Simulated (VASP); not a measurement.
Set up this calculation in VASP 6.6.1, as the native input.

```
Task                   : single point
Functional             : PBEsol
Dispersion             : D3(BJ)
Potentials or basis    : VASP PAW PBE potentials, release 64 (La)
Cutoff                 : 520 eV
k mesh                 : 7 × 7 × 2
Occupations            : fermi-dirac, width 0.05 eV
Spin                   : no spin polarisation
Dipole correction      : no
Further INCAR settings : ALGO = Normal; EDIFF = 1e-06; NBANDS = 30
```

The structure of La lies in POSCAR:

```
La
1.0
    3.5507824853      0.0000000000      0.0000000000
   -1.7753912426      3.0750678356      0.0000000000
    0.0000000000      0.0000000000     11.4519724895
La
4
Direct
    0.0000000000      0.0000000000      0.0000000000
    0.0000000000      0.0000000000      0.5000000000
    0.3333333333      0.6666666667      0.7500000000
    0.6666666667      0.3333333333      0.2500000000
```

The input as run:

INCAR

```
SYSTEM = La
ALGO = Normal ; EDIFF = 1E-6
ENCUT = 520 ; GGA = PS
ISIF = 2 ; ISMEAR = -1
IVDW = 12 ; LASPH = .TRUE.
LCHARG = .FALSE. ; LREAL = .FALSE.
LWAVE = .FALSE. ; NBANDS = 30
NELM = 60 ; PREC = Accurate
SIGMA = 0.05
```

KPOINTS

```
k-points
0
G
  7 7 2
  0 0 0
```

Potentials or basis: VASP PAW PBE potentials, release 64 (La).

The run is started by

```sh
$ cat potpaw_PBE.64/La/POTCAR > POTCAR
$ mpirun -np 1 vasp_std > vasp.out
```

Results of the run:

The pressure is -0.2 GPa and the band gap on the k mesh is zero (band 22 reaches 10.37 eV, above the bottom of band 23 at 9.41 eV). The dispersion energy per atom is -0.597 eV.

Caveat: three body term missing; the PAW data sets were made with another functional, which shifts forces and pressure a little; spin-orbit coupling is left out, which moves the levels of the heavy elements; pairwise dispersion overbinds metals, which lowers pressure and volume.

Wall time 74 s on 1 thread of AMD EPYC 9R45 96-Core Processor (Zen 5), on a shared host, peak memory 0.24 GiB.
